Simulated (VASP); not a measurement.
# Os (P6_3/mmc) in VASP: notebook, part 2 of 2

VASP 6.6.1. The steps go on from the part before.

## 3. Single point, SVWN5

This run uses another cell than the first one, of 13.70 Å³/atom.

The input, INCAR:

```
SYSTEM = Os
  ALGO = Normal
  EDIFF = 1E-6
  ENCUT = 560
  GGA = VW
  GGA_COMPAT = .False.
  ISIF = 2
  ISMEAR = -1
  LASPH = .True.
  LCHARG = .False.
  LREAL = .False.
  LWAVE = .False.
  NBANDS = 23
  NELM = 120
  PREC = Accurate
  SIGMA = 0.05
```

The input, KPOINTS:

```
k-points
0
Gamma
  11 11 6
  0 0 0
```

The input, POSCAR:

```
Os
1.0
    2.7157497827      0.0000000000      0.0000000000
   -1.3578748913      2.3519083021      0.0000000000
    0.0000000000      0.0000000000      4.2907078513
Os
2
Direct
    0.6666666667      0.3333333333      0.7500000000
    0.3333333333      0.6666666667      0.2500000000
```

Potentials or basis: VASP PAW PBE potentials, release 64 (Os_sv_GW).

Started as:

```console
> cat potpaw_PBE.64/Os_sv_GW/POTCAR > POTCAR
> mpirun -np 1 vasp_std > vasp.out
```

OUTCAR:

```text
SYSTEM = Os
   EDIFF = 1E-6
   ENCUT = 560
   GGA = VW
   ISIF = 2
   ISMEAR = -1
   LASPH = .True.
   LREAL = .False.
   NELM = 120
   PREC = Accurate

 ion  position               nearest neighbor table
   1  0.667  0.333  0.750-   2 2.66   2 2.66   2 2.66   2 2.66   2 2.66   2 2.66
   2  0.333  0.667  0.250-   1 2.66   1 2.66   1 2.66   1 2.66   1 2.66   1 2.66

  LATTYP: Found a hexagonal cell.
 ALAT       =     2.7157497827
 C/A-ratio  =     1.5799348963

  Lattice vectors:

 A1 = (   2.7157497827,   0.0000000000,   0.0000000000)
 A2 = (  -1.3578748913,   2.3519083021,   0.0000000000)
 A3 = (   0.0000000000,   0.0000000000,   4.2907078513)

Analysis of symmetry for initial positions (statically):
=====================================================================
 Subroutine PRICEL returns:
 Original cell was already a primitive cell.

 Routine SETGRP: Setting up the symmetry group for a
 hexagonal supercell.

 Subroutine GETGRP returns: Found 24 space group operations
 (whereof 12 operations were pure point group operations)
 out of a pool of 24 trial point group operations.

The static configuration has the point symmetry D_3d.
 The point group associated with its full space group is D_6h.

Analysis of symmetry for dynamics (positions and initial velocities):
=====================================================================
 Subroutine PRICEL returns:
 Original cell was already a primitive cell.

 Routine SETGRP: Setting up the symmetry group for a
 hexagonal supercell.

 Subroutine GETGRP returns: Found 24 space group operations
 (whereof 12 operations were pure point group operations)
 out of a pool of 24 trial point group operations.

The dynamic configuration has the point symmetry D_3d.
 The point group associated with its full space group is D_6h.

 Subroutine INISYM returns: Found 24 space group operations
 (whereof 12 operations are pure point group operations),
 and found     1 'primitive' translations

----------------------------------------------------------------------------------------

                                     Primitive cell

  volume of cell :      27.4056

  direct lattice vectors                    reciprocal lattice vectors
     2.715749783  0.000000000  0.000000000     0.368222436  0.212593322  0.000000000
    -1.357874891  2.351908302  0.000000000     0.000000000  0.425186645  0.000000000
     0.000000000  0.000000000  4.290707851     0.000000000  0.000000000  0.233061778

  length of vectors
     2.715749783  2.715749783  4.290707851     0.425186645  0.425186645  0.233061778

  position of ions in fractional coordinates (direct lattice)
     0.666666667  0.333333333  0.750000000
     0.333333333  0.666666667  0.250000000

  ion indices of the primitive-cell ions
   primitive index   ion index
                 1           1
                 2           2

----------------------------------------------------------------------------------------

 KPOINTS: k-points

Automatic generation of k-mesh.
 Grid dimensions read from file:
 generate k-points for:   11   11    6

 Generating k-lattice:

  Cartesian coordinates                     Fractional coordinates (reciprocal lattice)
     0.033474767  0.019326666  0.000000000     0.090909091  0.000000000  0.000000000
     0.000000000  0.038653331  0.000000000     0.000000000  0.090909091  0.000000000
     0.000000000  0.000000000  0.038843630     0.000000000  0.000000000  0.166666667

  Length of vectors
     0.038653331  0.038653331  0.038843630

  Shift w.r.t. Gamma in fractional coordinates (k-lattice)
     0.000000000  0.000000000  0.000000000

 Subroutine IBZKPT returns following result:
 ===========================================

 Found     64 irreducible k-points:

 Following reciprocal coordinates:
            Coordinates               Weight
  0.000000  0.000000  0.000000      1.000000
  0.090909  0.000000  0.000000      6.000000
  0.181818  0.000000  0.000000      6.000000
  0.272727  0.000000  0.000000      6.000000
  0.363636  0.000000  0.000000      6.000000
  0.454545 -0.000000  0.000000      6.000000
[... 16 lines left out ...]
  0.090909  0.090909  0.166667     12.000000
  0.181818  0.090909  0.166667     24.000000
 [... further k-points ...]
   k-points           NKPTS =     64   k-points in BZ     NKDIM =     64   number of bands    NBANDS=     23
   number of dos      NEDOS =    301   number of ions     NIONS =      2
   total plane-waves  NPLWV =  20736
   dimension x,y,z NGX =    24 NGY =   24 NGZ =   36
   dimension x,y,z NGXF=    48 NGYF=   48 NGZF=   72
   ions per type =               2
   NGX,Y,Z   is equivalent  to a cutoff of  14.69, 14.69, 13.95 a.u.
   NGXF,Y,Z  is equivalent  to a cutoff of  29.38, 29.38, 27.90 a.u.
 SYSTEM =  Os
   PREC   = accura    normal or accurate (medium, high low for compatibility)
   ISTART =      0    job   : 0-new  1-cont  2-samecut
   ICHARG =      2    charge: 1-file 2-atom 10-const
   ISPIN  =      1    spin polarized calculation?
   LNONCOLLINEAR =      F non collinear calculations
   LSORBIT =      F    spin-orbit coupling
   LASPH  =      T    aspherical Exc in radial PAW
   ENCUT  =  560.0 eV  41.16 Ry    6.42 a.u.   5.24  5.24  8.28*2*pi/ulx,y,z
   NELM   =    120;   NELMIN=  2; NELMDL= -5     # of ELM steps
   EDIFF  = 0.1E-05   stopping-criterion for ELM
   LREAL  =      F    real-space projection
   EDIFFG = 0.1E-04   stopping-criterion for IOM
   NSW    =      0    number of steps for IOM
   IBRION =     -1    ionic relax: 0-MD 1-quasi-New 2-CG
   NFREE  =      0    steps in history (QN), initial steepest desc. (CG)
   ISIF   =      2    stress and relaxation
   ISYM   =      2    0-nonsym 1-usesym 2-fastsym
   POTIM  = 0.5000    time-step for ionic-motion
   TEBEG  =    0.0;   TEEND  =   0.0 temperature during run
   PSTRESS=    0.0 pullay stress
   NELECT =      32.0000    total number of electrons
   NUPDOWN=      -1.0000    fix difference up-down
   EMIN   =  10.00;   EMAX   =-10.00  energy-range for DOS
   EFERMI =   0.00;   METHOD = LEGACY
   ISMEAR =    -1;   SIGMA  =   0.05  broadening in eV -4-tet -1-fermi 0-gaus
   EFERMI_NEDOS =   21; number of points for ismear=-14 and -15
   IALGO  =     38    algorithm
   IMIX   =      4    mixing-type and parameters
     AMIX     =   0.40;   BMIX     =  1.00
     AMIX_MAG =   1.60;   BMIX_MAG =  1.00
  volume/ion in A,a.u.               =      13.70        92.47
  Fermi-wavevector in a.u.,A,eV,Ry     =   1.723899  3.257697 40.434167  2.971827
  Thomas-Fermi vector in A             =   2.799689
   LORBIT       =      0    0 simple, 1 ext, 2 COOP (PROOUT), +10 PAW based schemes
   GGA     = VW    functional components
   LHFCALC =     F    Hartree Fock is set to
   AEXX    =    0.0000 exact exchange contribution
   IVDW    =     0    specifies the selected vdW correction
   LEPSILON=     F    determine dielectric tensor
   LRPA    =     F    only Hartree local field effects (RPA)
 non-spin polarized calculation
  energy-cutoff  :      560.00
  volume of cell :       27.41
 maximum number of plane-waves:       836
 NGX is ok and might be reduce to    24
   NGX = 11   NGY = 11   NGZ = 17

 number of electron      31.9999999 magnetization

 Free energy of the ion-electron system (eV)
  ---------------------------------------------------
  ext. energy  EPLUGINS =         0.00000000
  ---------------------------------------------------
  free energy    TOTEN  =       -27.77508658 eV

  energy without entropy =      -27.76223407  energy(sigma->0) =      -27.76866032

 E-fermi :  13.7644     XC(G=0): -14.9497

 val. band max:       13.7465426846   @ k =   0.0909   0.0000   0.3333
 cond. band min:      13.8251578723   @ k =   0.3636   0.0909   0.3333
 fundamental gap:      0.0786151877
 Fermi energy:        13.7643616428

 k-point     1 :       0.0000    0.0000    0.0000
  band No.  band energies     occupation
      1     -72.9409      2.00000
      2     -72.8142      2.00000
      3     -32.9007      2.00000
      4     -31.8885      2.00000
      5     -31.8885      2.00000
      6     -31.6982      2.00000
[... 15 lines left out ...]
     22      27.2234      0.00000
     23      29.6822      0.00000
[... 575 lines left out ...]
      1     -72.8895      2.00000
      2     -72.8058      2.00000
      3     -32.6755      2.00000
      4     -32.2069      2.00000
      5     -32.1545      2.00000
      6     -31.9879      2.00000
[... 15 lines left out ...]
     22      28.9900      0.00000
     23      29.8562      0.00000

 [... further k-points ...]

------------------------ aborting loop because EDIFF is reached ----------------------------------------

  FORCE on cell =-STRESS in cart. coord.  units (eV):
  Direction    XX          YY          ZZ          XY          YZ          ZX
  --------------------------------------------------------------------------------------
  -------------------------------------------------------------------------------------
  Total       -0.3310206     -0.3310206     -0.3103700     -0.0000000      0.0000000      0.0000000
  in kB      -19.3520276    -19.3520276    -18.1447621     -0.0000000      0.0000000      0.0000000
  external PRESSURE =     -18.9496058 kB  Pullay stress =       0.0000000 kB

 VOLUME and BASIS-vectors are now :
 -----------------------------------------------------------------------------
  energy-cutoff  :      560.00
  volume of cell :       27.41
      direct lattice vectors                 reciprocal lattice vectors
     2.715749783  0.000000000  0.000000000     0.368222436  0.212593322  0.000000000
    -1.357874891  2.351908302  0.000000000     0.000000000  0.425186645  0.000000000
     0.000000000  0.000000000  4.290707851     0.000000000  0.000000000  0.233061778

 POSITION                                       TOTAL-FORCE (eV/Angst)
 -----------------------------------------------------------------------------------
      1.35787      0.78397      3.21803        -0.000000     -0.000000      0.000000
     -0.00000      1.56794      1.07268         0.000000      0.000000      0.000000
 -----------------------------------------------------------------------------------
    total drift:                                0.000000     -0.000000      0.000000

  FREE ENERGIE OF THE ION-ELECTRON SYSTEM (eV)
  ---------------------------------------------------
  free  energy   TOTEN  =       -27.7750865770 eV

  energy  without entropy=      -27.7622340686  energy(sigma->0) =      -27.76866032
```

It took 55 s on 1 thread of AMD EPYC 7R43 (Zen 3), shared host; peak memory 0.13 GiB.

Results:

- Free energy: -27.7751 eV
- Pressure: -1.9 GPa
- Band gap on the k mesh: zero (bands 16 and 17 overlap by 4.03 eV)

Stress tensor (GPa, compression positive):
```
-1.94  0.00  0.00
 0.00 -1.94  0.00
 0.00  0.00 -1.81
```

Caveat: the PAW data sets were made with another functional, which shifts forces and pressure a little; spin-orbit coupling is left out, which moves the levels of the heavy elements.

The gap in the log of VASP goes by the Fermi energy; the results here count the filled bands.